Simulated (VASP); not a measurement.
# LiCl (Fm-3m) in VASP: notebook, part 2 of 2

VASP 6.6.1.

## 4. Vibrations by perturbation theory, LDA

This run uses another cell than the first one, of 16.78 Å³/atom, 1.352 times its volume.

Contents of INCAR:

```
SYSTEM = LiCl
PREC     = Accurate       ! precision mode
ENCUT    = 520            ! plane-wave cutoff, eV
EDIFF    = 1E-8           ! SCF threshold, eV
ISMEAR   = 0              ! smearing method
SIGMA    = 0.01           ! smearing width, eV
LREAL    = .FALSE.        ! projectors in reciprocal space
LASPH    = .TRUE.         ! aspherical terms in the spheres
NELM     = 80             ! most SCF steps
ALGO     = Normal         ! electronic algorithm
ISIF     = 2              ! what is computed and relaxed
LWAVE    = .FALSE.        ! write WAVECAR
LCHARG   = .FALSE.        ! write CHGCAR
GGA      = CA             ! functional
IBRION   = 8              ! ionic algorithm
NSW      = 1              ! ionic steps
LEPSILON = .TRUE.         ! dielectric tensor by DFPT
```

Contents of KPOINTS:

```
Automatic mesh
0
G
  8 8 8
  0 0 0
```

Contents of POSCAR:

```
LiCl
1.0
    0.0000000000      2.5603000000      2.5603000000
    2.5603000000      0.0000000000      2.5603000000
    2.5603000000      2.5603000000      0.0000000000
Li Cl
1 1
Direct
    0.0000000000      0.0000000000      0.0000000000
    0.5000000000      0.5000000000      0.5000000000
```

Potentials or basis: VASP PAW LDA potentials, release 64 (Li_sv, Cl).

Started as:

```bash
$ cat potpaw_LDA.64/Li_sv/POTCAR potpaw_LDA.64/Cl/POTCAR > POTCAR
$ mpirun -np 1 vasp_std > vasp.out
```

OUTCAR:

```text
SYSTEM = LiCl
   PREC = Accurate
   ENCUT = 520
   EDIFF = 1E-8
   ISMEAR = 0
   LREAL = .FALSE.
   LASPH = .TRUE.
   NELM = 80
   ISIF = 2
   GGA = CA
   IBRION = 8
   NSW = 1
   LEPSILON = .TRUE.

 ion  position               nearest neighbor table
   1  0.000  0.000  0.000-   2 2.56   2 2.56   2 2.56   2 2.56   2 2.56   2 2.56
   2  0.500  0.500  0.500-   1 2.56   1 2.56   1 2.56   1 2.56   1 2.56   1 2.56

[... 618 lines left out ...]
      2.560300  2.560300  2.560300     0.409212    0.000000    0.000000
[... 21 lines left out ...]
   6 f/i=    0.015450 THz     0.097072 2PiTHz    0.515341 cm-1     0.063894 meV
             X         Y         Z           dx          dy          dz
      0.000000  0.000000  0.000000     0.000000   -0.409212   -0.000180
      2.560300  2.560300  2.560300     0.000000   -0.912439   -0.000402

--------------------------------------------------------------------------------------------------------

 MACROSCOPIC STATIC DIELECTRIC TENSOR IONIC CONTRIBUTION
 ------------------------------------------------------
          13.275141     0.000000     0.000000
           0.000000    13.275141     0.000000
           0.000000     0.000000    13.275141
 ------------------------------------------------------

 ELASTIC MODULI CONTR FROM IONIC RELAXATION (kBar)
 Direction    XX          YY          ZZ          XY          YZ          ZX
 --------------------------------------------------------------------------------
 XX           0.0000      0.0000      0.0000      0.0000      0.0000      0.0000
 YY           0.0000      0.0000      0.0000      0.0000      0.0000      0.0000
 ZZ           0.0000      0.0000      0.0000      0.0000      0.0000      0.0000
 XY           0.0000      0.0000      0.0000      0.0000      0.0000      0.0000
 YZ           0.0000      0.0000      0.0000      0.0000      0.0000      0.0000
 ZX           0.0000      0.0000      0.0000      0.0000      0.0000      0.0000
 --------------------------------------------------------------------------------

 PIEZOELECTRIC TENSOR IONIC CONTR  for field in x, y, z        (C/m^2)
          XX          YY          ZZ          XY          YZ          ZX
  --------------------------------------------------------------------------------
  x     0.00000     0.00000     0.00000     0.00000     0.00000     0.00000
  y     0.00000     0.00000     0.00000     0.00000     0.00000     0.00000
  z     0.00000     0.00000     0.00000     0.00000     0.00000     0.00000
```

Run time: 1.9 min. Hardware: 1 thread of Intel Xeon 6975P-C (Granite Rapids), shared host; peak memory 0.18 GiB.

What came out:

```yaml
Electronic_dielectric_tensor_diagonal: 3.05
Born_charges_mean_of_the_diagonal: Li +1.18; Cl -1.18 e
Highest_phonon_frequency_at_Γ_LO-TO_splitting_left_out: 162 cm⁻¹
```

Phonon frequencies in cm⁻¹ (negative: imaginary):
```
              q point           frequencies
(0.000, 0.000, 0.000)  -1 -1 -1 162 162 162
```

Electronic dielectric tensor:
```
3.05 0.00 0.00
0.00 3.05 0.00
0.00 0.00 3.05
```

Born effective charge tensors (e):
atom 1, Li
```
1.18 0.00 0.00
0.00 1.18 0.00
0.00 0.00 1.18
```
atom 2, Cl
```
-1.18  0.00  0.00
 0.00 -1.18  0.00
 0.00  0.00 -1.18
```

Caveat: the cell wasn't relaxed at this level first, which shifts response properties; the cutoff is under 1.25 times the usual one of these potentials, so pressure, stress and relaxed cells hold a basis-set (Pulay) error.

## 5. Elastic constants, LDA

Contents of INCAR:

```
SYSTEM = LiCl
  ALGO = Normal
  EDIFF = 1E-8
  ENCUT = 600
  GGA = CA
  IBRION = 6
  ISIF = 3
  ISMEAR = 0
  LASPH = .TRUE.
  LCHARG = .FALSE.
  LREAL = .FALSE.
  LWAVE = .FALSE.
  NBANDS = 12
  NELM = 80
  NFREE = 2
  NSW = 1
  POTIM = 0.015
  PREC = Accurate
  SIGMA = 0.01
```

Contents of KPOINTS:

```
k-points
0
G
  8 8 8
  0 0 0
```

Contents of POSCAR:

```
LiCl
1.0
    0.0000000000      2.3153000000      2.3153000000
    2.3153000000      0.0000000000      2.3153000000
    2.3153000000      2.3153000000      0.0000000000
Li Cl
1 1
Direct
    0.0000000000      0.0000000000      0.0000000000
    0.5000000000      0.5000000000      0.5000000000
```

Started as:

```bash
$ cat potpaw_LDA.64/Li_sv/POTCAR potpaw_LDA.64/Cl/POTCAR > POTCAR
$ mpirun -np 1 vasp_std > vasp.out
```

Wall time 2.5 min (1 thread of Intel Xeon 6975P-C (Granite Rapids), shared host); peak memory 0.21 GiB.

The run converged. Its results:

- Elastic constants C11, C12, C44: 177, 31, 42 GPa
- Voigt bulk modulus: 80 GPa
- Highest phonon frequency at Γ, LO-TO splitting left out: 374 cm⁻¹

Phonon frequencies in cm⁻¹ (negative: imaginary):
| q point | frequencies |
| --- | --- |
| (0.000, 0.000, 0.000) | 0 0 0 374 374 374 |

Elastic tensor in Voigt notation (GPa, in the Cartesian axes of the cell as first typed):
```
177  31  31   0   0   0
 31 177  31   0   0   0
 31  31 177   0   0   0
  0   0   0  42   0   0
  0   0   0   0  42   0
  0   0   0   0   0  42
```

Clamped-ion elastic tensor (GPa):
```
177  31  31   0   0   0
 31 177  31   0   0   0
 31  31 177   0   0   0
  0   0   0  42   0   0
  0   0   0   0  42   0
  0   0   0   0   0  42
```

Caveat: the cell is under stress, which shifts elastic constants; the cutoff is under 1.25 times the usual one of these potentials, so pressure, stress and relaxed cells hold a basis-set (Pulay) error.

## 6. Elastic constants, LDA

This run uses another cell than the first one, of 15.65 Å³/atom, 1.261 times its volume.

Contents of INCAR:

```
PREC     = Accurate       # precision mode
ENCUT    = 600            # plane-wave cutoff, eV
EDIFF    = 1E-8           # SCF threshold, eV
ISMEAR   = 0              # smearing method
SIGMA    = 0.01           # smearing width, eV
LREAL    = False          # projectors in reciprocal space
LASPH    = True           # aspherical terms in the spheres
NELM     = 60             # most SCF steps
ALGO     = Normal         # electronic algorithm
ISIF     = 3              # what is computed and relaxed
LWAVE    = False          # write WAVECAR
LCHARG   = True           # write CHGCAR
GGA      = CA             # functional
IBRION   = 6              # ionic algorithm
NFREE    = 2            
POTIM    = 0.015          # step
NSW      = 1              # ionic steps
```

Contents of KPOINTS:

```
Automatic mesh
0
Gamma
  8 8 8
```

Contents of POSCAR:

```
LiCl
1.0
    0.0000000000      2.5014000000      2.5014000000
    2.5014000000      0.0000000000      2.5014000000
    2.5014000000      2.5014000000      0.0000000000
Li Cl
1 1
Direct
    0.0000000000      0.0000000000      0.0000000000
    0.5000000000      0.5000000000      0.5000000000
```

Potentials or basis: VASP PAW LDA potentials, release 64 (Li_sv, Cl).

Started as:

```bash
$ cat potpaw_LDA.64/Li_sv/POTCAR potpaw_LDA.64/Cl/POTCAR > POTCAR
$ mpirun -np 1 vasp_std > vasp.out
```

Run time: 2 min. Hardware: 1 thread of Intel Xeon 6975P-C (Granite Rapids), shared host; peak memory 0.21 GiB.

The run converged. Its results:

| Property | Result |
| --- | --- |
| Elastic constants C11, C12, C44 | 69, 22, 27 GPa |
| Voigt bulk modulus | 38 GPa |
| Highest phonon frequency at Γ, LO-TO splitting left out | 212 cm⁻¹ |

Phonon frequencies in cm⁻¹ (negative: imaginary):
| q point | frequencies |
| --- | --- |
| (0.000, 0.000, 0.000) | -1 -1 -1 212 212 212 |

Elastic tensor in Voigt notation (GPa, in the Cartesian axes of the cell as first typed):
```
69 22 22  0  0  0
22 69 22  0  0  0
22 22 69  0  0  0
 0  0  0 27  0  0
 0  0  0  0 27  0
 0  0  0  0  0 27
```

Clamped-ion elastic tensor (GPa):
```
69 22 22  0  0  0
22 69 22  0  0  0
22 22 69  0  0  0
 0  0  0 27  0  0
 0  0  0  0 27  0
 0  0  0  0  0 27
```

Caveat: the cutoff is under 1.25 times the usual one of these potentials, so pressure, stress and relaxed cells hold a basis-set (Pulay) error.
